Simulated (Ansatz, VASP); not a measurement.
# Two plane-wave programs on Lu

```xyz
1
Lattice="3.2475 0.0000 0.0000 0.0000 3.2475 0.0000 0.0000 0.0000 3.2475" Properties=species:S:1:pos:R:3 pbc="T T T"
Lu    0.0000    0.0000    0.0000
```

Alike in both runs: task single point; functional PBEsol; k mesh 11 × 11 × 11; occupations fermi-dirac, width 0.1 eV; no spin polarisation.

|  | VASP | Ansatz |
| --- | --- | --- |
| version | VASP 6.6.1 | Ansatz 0.2.0 |
| potentials or method | VASP PAW PBE potentials, release 64 (Lu), cutoff 520 eV | plane waves (420 eV) with PAW, scalar-relativistic |
| valence electrons in the cell | 25 | 25 |

Ansatz gave:

| Property | Result |
| --- | --- |
| pressure (GPa) | -3.0 |

Question: What did VASP give for the same quantities?

Answer: Pressure (GPa): -2.9.

VASP's potentials were made for PBE, not for PBEsol, and Ansatz warns of the same on its side. With one functional, cell and mesh, what is left measures potentials, basis and numerics.

Spin-orbit coupling is off throughout.
